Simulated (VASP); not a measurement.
Set up this calculation in VASP 6.6.1, as the native input.

- Task: single point
- Functional: PBEsol
- Potentials or basis: VASP PAW PBE potentials, release 64 (Ti_sv, O)
- Cutoff: 520 eV
- k mesh: 6 × 6 × 10
- Occupations: gaussian, width 0.05 eV
- Spin: no spin polarisation
- Dipole correction: no
- Further INCAR settings: ALGO = Normal; EDIFF = 1e-06; NBANDS = 33

The structure of TiO2 lies in POSCAR:

```
TiO2
1.0
    4.5912476203      0.0000000000      0.0000000000
    0.0000000000      4.5912476203      0.2008670834
    0.0000000000      0.1285809884      2.9389940195
Ti O
2 4
Direct
    0.0000000000      0.0000000000      0.0000000000
    0.5000000000      0.5000000000      0.5000000000
    0.3044387440      0.3044387440      0.0000000000
    0.1955612560      0.8044387440      0.5000000000
    0.6955612560      0.6955612560      0.0000000000
    0.8044387440      0.1955612560      0.5000000000
```

This cell differs from its parent crystal: strain +0.0875 x Voigt [0, 0, 0, 1, 0, 0].

The input as run:

INCAR

```
ALGO = Normal
EDIFF = 1E-6
ENCUT = 520
GGA = PS
ISIF = 2
ISMEAR = 0
LASPH = True
LCHARG = False
LREAL = False
LWAVE = False
NBANDS = 33
NELM = 80
PREC = Accurate
SIGMA = 0.05
```

KPOINTS

```
k-points
0
Gamma
  6 6 10
```

Potentials or basis: VASP PAW PBE potentials, release 64 (Ti_sv, O).

Run with:

```bash
$ cat potpaw_PBE.64/Ti_sv/POTCAR potpaw_PBE.64/O/POTCAR > POTCAR
$ mpirun -np 1 vasp_std > vasp.out
```

Results of the run:

The pressure is 2.4 GPa, the largest force is 0.540 eV/Å and the band gap on the k mesh is 1.79 eV (least direct gap 1.86 eV).

Caveat: the cell differs from its parent crystal (strain +0.0875 x Voigt [0, 0, 0, 1, 0, 0]); the PAW data sets were made with another functional, which shifts forces and pressure a little.

Run time: 95 s on 1 thread of Intel(R) Xeon(R) 6975P-C (Granite Rapids), with other jobs on the host, peak memory 0.32 GiB.
